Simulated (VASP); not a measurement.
# Ag (Fm-3m) in VASP: further runs, part 2 of 2

VASP 6.6.1. Earlier steps stand in the parts before.

**3. Electric field gradients, LDA (volume scaled by 0.99)**

INCAR

```
SYSTEM = Ag
ALGO = Normal
EDIFF = 1E-8
ENCUT = 520
ISIF = 2
ISMEAR = -1
LASPH = .TRUE.
LCHARG = .FALSE.
LEFG = .TRUE.
LREAL = .FALSE.
LWAVE = .FALSE.
NBANDS = 12
NELM = 80
PREC = Accurate
SIGMA = 0.05
```

KPOINTS

```
k-points
0
G
  15 15 15
  0 0 0
```

POSCAR

```
Ag
1.0
    0.0000000000      2.0362668386      2.0362668386
    2.0362668386      0.0000000000      2.0362668386
    2.0362668386      2.0362668386      0.0000000000
Ag
1
Direct
    0.0000000000      0.0000000000      0.0000000000
```

Potentials or basis: VASP PAW LDA potentials, release 64 (Ag).

On the command line:

```sh
$ cat potpaw_LDA.64/Ag/POTCAR > POTCAR
$ mpirun -np 1 vasp_std > vasp.out
```

OUTCAR:

```text
SYSTEM = Ag
   EDIFF = 1E-8
   ENCUT = 520
   ISIF = 2
   ISMEAR = -1
   LASPH = .TRUE.
   LREAL = .FALSE.
   NELM = 80
   PREC = Accurate

 ion  position               nearest neighbor table
   1  0.000  0.000  0.000-

  LATTYP: Found a face centered cubic cell.
 ALAT       =     4.0725336772

  Lattice vectors:

 A1 = (   0.0000000000,   2.0362668386,   2.0362668386)
 A2 = (   2.0362668386,   0.0000000000,   2.0362668386)
 A3 = (   2.0362668386,   2.0362668386,   0.0000000000)

Analysis of symmetry for initial positions (statically):
=====================================================================
 Subroutine PRICEL returns:
 Original cell was already a primitive cell.

 Routine SETGRP: Setting up the symmetry group for a
 face centered cubic supercell.

 Subroutine GETGRP returns: Found 48 space group operations
[... 9 lines left out ...]

 Routine SETGRP: Setting up the symmetry group for a
 face centered cubic supercell.

 Subroutine GETGRP returns: Found 48 space group operations
[... 11 lines left out ...]
                                     Primitive cell

  volume of cell :      16.8863

  direct lattice vectors                    reciprocal lattice vectors
     0.000000000  2.036266839  2.036266839    -0.245547386  0.245547386  0.245547386
     2.036266839  0.000000000  2.036266839     0.245547386 -0.245547386  0.245547386
     2.036266839  2.036266839  0.000000000     0.245547386  0.245547386 -0.245547386

  length of vectors
     2.879716180  2.879716180  2.879716180     0.425300549  0.425300549  0.425300549

  position of ions in fractional coordinates (direct lattice)
     0.000000000  0.000000000  0.000000000

  ion indices of the primitive-cell ions
   primitive index   ion index
                 1           1

----------------------------------------------------------------------------------------

 KPOINTS: k-points

Automatic generation of k-mesh.
 Grid dimensions read from file:
 generate k-points for:   15   15   15

 Generating k-lattice:

  Cartesian coordinates                     Fractional coordinates (reciprocal lattice)
    -0.016369826  0.016369826  0.016369826     0.066666667  0.000000000  0.000000000
     0.016369826 -0.016369826  0.016369826     0.000000000  0.066666667  0.000000000
     0.016369826  0.016369826 -0.016369826     0.000000000  0.000000000  0.066666667

  Length of vectors
     0.028353370  0.028353370  0.028353370

  Shift w.r.t. Gamma in fractional coordinates (k-lattice)
     0.000000000  0.000000000  0.000000000

 Subroutine IBZKPT returns following result:
 ===========================================

 Found    120 irreducible k-points:

 Following reciprocal coordinates:
            Coordinates               Weight
  0.000000  0.000000  0.000000      1.000000
  0.066667  0.000000  0.000000      8.000000
  0.133333  0.000000  0.000000      8.000000
  0.200000  0.000000  0.000000      8.000000
  0.266667  0.000000  0.000000      8.000000
  0.333333  0.000000  0.000000      8.000000
[... 42 lines left out ...]
   NFREE  =      0    steps in history (QN), initial steepest desc. (CG)
   ISIF   =      2    stress and relaxation
   ISYM   =      2    0-nonsym 1-usesym 2-fastsym
   POTIM  = 0.5000    time-step for ionic-motion
   TEBEG  =    0.0;   TEEND  =   0.0 temperature during run
   PSTRESS=    0.0 pullay stress
   NELECT =      11.0000    total number of electrons
   NUPDOWN=      -1.0000    fix difference up-down
   EMIN   =  10.00;   EMAX   =-10.00  energy-range for DOS
   EFERMI =   0.00;   METHOD = LEGACY
   ISMEAR =    -1;   SIGMA  =   0.05  broadening in eV -4-tet -1-fermi 0-gaus
   EFERMI_NEDOS =   21; number of points for ismear=-14 and -15
   IALGO  =     38    algorithm
   IMIX   =      4    mixing-type and parameters
     AMIX     =   0.40;   BMIX     =  1.00
     AMIX_MAG =   1.60;   BMIX_MAG =  1.00
  volume/ion in A,a.u.               =      16.89       113.95
  Fermi-wavevector in a.u.,A,eV,Ry     =   1.419148  2.681801 27.401878  2.013981
  Thomas-Fermi vector in A             =   2.540199
   LORBIT       =      0    0 simple, 1 ext, 2 COOP (PROOUT), +10 PAW based schemes
   GGA     = CA    functional components
   LHFCALC =     F    Hartree Fock is set to
   AEXX    =    0.0000 exact exchange contribution
   IVDW    =     0    specifies the selected vdW correction
   LEPSILON=     F    determine dielectric tensor
   LRPA    =     F    only Hartree local field effects (RPA)
 non-spin polarized calculation
  energy-cutoff  :      520.00
  volume of cell :       16.89
 maximum number of plane-waves:       468
 NGX is ok and might be reduce to    24
   NGX = 11   NGY = 11   NGZ = 11

 number of electron      10.9999999 magnetization

 Free energy of the ion-electron system (eV)
  ---------------------------------------------------
  ext. energy  EPLUGINS =         0.00000000
  ---------------------------------------------------
  free energy    TOTEN  =        -3.76314181 eV

  energy without entropy =       -3.75976823  energy(sigma->0) =       -3.76145502

 E-fermi :   8.4210     XC(G=0): -12.6410

 val. band max:        8.3961809212   @ k =  -0.2667   0.2667   0.0000
 cond. band min:       8.4267095849   @ k =  -0.3333   0.2000   0.0000
 fundamental gap:      0.0305286637
 Fermi energy:         8.4209851668

 k-point     1 :       0.0000    0.0000    0.0000
  band No.  band energies     occupation
      1       0.3839      2.00000
      2       3.4704      2.00000
      3       3.4704      2.00000
      4       3.4704      2.00000
      5       4.5426      2.00000
      6       4.5426      2.00000
      7      24.3250      0.00000
      8      27.8841      0.00000
      9      27.8841      0.00000
     10      27.8841      0.00000
     11      32.9279      0.00000
     12      33.9677      0.00000
[... 331 lines left out ...]
 k-point    24 :       0.2000    0.1333    0.0000
  band No.  band energies     occupation
      1       1.5322      2.00000
      2       3.0654      2.00000
      3       3.8396      2.00000
      4       3.8739      2.00000
      5       4.2819      2.00000
      6       4.7383      2.00000
      7      23.4369      0.00000
      8      25.0314      0.00000
      9      25.3895      0.00000
     10      26.9161      0.00000
     11      30.4774      0.00000
     12      33.6180      0.00000

 [... further k-points ...]
[... 5 lines left out ...]
  --------------------------------------------------------------------------------------
  -------------------------------------------------------------------------------------
  Total       -0.6655740     -0.6655740     -0.6655740     -0.0000000     -0.0000000      0.0000000
  in kB      -63.1499277    -63.1499277    -63.1499277     -0.0000000     -0.0000000      0.0000000
  external PRESSURE =     -63.1499277 kB  Pullay stress =       0.0000000 kB

 VOLUME and BASIS-vectors are now :
 -----------------------------------------------------------------------------
  energy-cutoff  :      520.00
  volume of cell :       16.89
      direct lattice vectors                 reciprocal lattice vectors
     0.000000000  2.036266839  2.036266839    -0.245547386  0.245547386  0.245547386
     2.036266839  0.000000000  2.036266839     0.245547386 -0.245547386  0.245547386
     2.036266839  2.036266839  0.000000000     0.245547386  0.245547386 -0.245547386

 POSITION                                       TOTAL-FORCE (eV/Angst)
 -----------------------------------------------------------------------------------
      0.00000      0.00000      0.00000        -0.000000      0.000000      0.000000
 -----------------------------------------------------------------------------------
    total drift:                               -0.000000     -0.000000     -0.000000

  FREE ENERGIE OF THE ION-ELECTRON SYSTEM (eV)
  ---------------------------------------------------
  free  energy   TOTEN  =        -3.7631418085 eV

  energy  without entropy=       -3.7597682253  energy(sigma->0) =       -3.76145502

 Electric field gradients (V/A^2)
---------------------------------------------------------------------
 ion       V_xx      V_yy      V_zz      V_xy      V_xz      V_yz
---------------------------------------------------------------------
   1       0.000    -0.000    -0.000     0.001     0.001     0.001
---------------------------------------------------------------------

 Electric field gradients after diagonalization (V/A^2)
 (convention: |V_zz| > |V_xx| > |V_yy|)
----------------------------------------------------------------------
 ion       V_xx      V_yy      V_zz     asymmetry (V_yy - V_xx)/ V_zz
----------------------------------------------------------------------
   1      -0.001    -0.001     0.001       0.000
----------------------------------------------------------------------

           NMR quadrupolar parameters

 Cq : quadrupolar parameter    Cq=e*Q*V_zz/h
 eta: asymmetry parameters     (V_yy - V_xx)/ V_zz
 Q  : nuclear electric quadrupole moment in mb (millibarn)
----------------------------------------------------------------------
 ion       Cq(MHz)       eta       Q (mb)
----------------------------------------------------------------------
   1       0.000       0.000       1.000
----------------------------------------------------------------------
```

OSZICAR:

```text
N       E                     dE             d eps       ncg     rms          rms(c)
DAV:   1     0.515207535480E+02    0.51521E+02   -0.54605E+03  2920   0.828E+02
DAV:   2    -0.327666352698E+01   -0.54797E+02   -0.51516E+02  3328   0.195E+02
DAV:   3    -0.408101072720E+01   -0.80435E+00   -0.80392E+00  3352   0.250E+01
DAV:   4    -0.408343095742E+01   -0.24202E-02   -0.24201E-02  3360   0.143E+00
DAV:   5    -0.408345002281E+01   -0.19065E-04   -0.19065E-04  3408   0.113E-01    0.561E+00
DAV:   6    -0.377839305260E+01    0.30506E+00   -0.12489E+00  3104   0.986E+00    0.352E+00
DAV:   7    -0.376775010524E+01    0.10643E-01   -0.78598E-03  3324   0.850E-01    0.197E+00
DAV:   8    -0.376313104924E+01    0.46191E-02   -0.87385E-04  3312   0.229E-01    0.727E-02
DAV:   9    -0.376314262740E+01   -0.11578E-04   -0.71753E-06  3404   0.177E-02    0.152E-02
DAV:  10    -0.376314182720E+01    0.80019E-06   -0.17629E-06  3360   0.103E-02    0.239E-03
DAV:  11    -0.376314180924E+01    0.17961E-07   -0.35574E-08  3252   0.140E-03    0.573E-04
DAV:  12    -0.376314180851E+01    0.73351E-09   -0.10415E-09  2004   0.300E-04
   1 F= -.37631418E+01 E0= -.37614550E+01  d E =-.337358E-02
```

stdout:

```text
POSCAR found type information on POSCAR Ag
 POSCAR found :  1 types and       1 ions
 scaLAPACK will be used
 LDA part: xc-table for (Slater(with rela. corr.)+CA(PZ))
 , standard interpolation
 POSCAR, INCAR and KPOINTS ok, starting setup
 FFT: planning ... GRIDC
 FFT: planning ... GRID_SOFT
 FFT: planning ... GRID
 WAVECAR not read
 entering main loop
ion   1
```

Run time: 31 s. Hardware: 1 thread of AMD EPYC 7R13 (Zen 3), shared host; peak memory 0.11 GiB.

What came out:

- Free energy: -3.7631 eV
- Pressure: -6.3 GPa

Caveat: without QUAD_EFG the Cq values of the log hold for a quadrupole moment of 1 mb, not for the nuclei.
